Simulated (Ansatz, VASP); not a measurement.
Cu in VASP and in Ansatz

```
CELL_PARAMETERS angstrom
3.03959 0.00000 0.00000
0.00000 3.03959 0.00000
0.00000 0.00000 2.84188
ATOMIC_POSITIONS crystal
Cu 0.00000 0.00000 0.00000
Cu 0.50000 0.50000 0.50000
```

Change from the starting cell: equal strain along all axes, cell held, atoms relaxed: +3.0 %.

Alike in both runs: task single point; functional PBE; k mesh 14 × 14 × 16; occupations gaussian, width 0.1 eV; no spin polarisation.

|  | VASP | Ansatz |
| --- | --- | --- |
| version | VASP 6.6.1 | Ansatz 0.2.0 |
| potentials or method | VASP PAW PBE potentials, release 64 (Cu), cutoff 520 eV | scalar-relativistic, plane waves, PAW |
| valence electrons in the cell | 22 | 38 |

```tsv
	VASP	Ansatz	Ansatz less VASP
gap on the k mesh at the Fermi level (eV)	none	none	-
pressure (GPa)	-8.7	-9.8	-1.14
traceless stress, the component that is largest in VASP (GPa)	0.06	0.03	-0.032
```

A gap of «none» marks a metal or a gap that the smearing closes. With one functional, cell and mesh, what is left measures potentials, basis and numerics. VASP's potentials hold 22 valence electrons a cell and Ansatz's 38, so a difference there can come from the potentials and not from the codes.
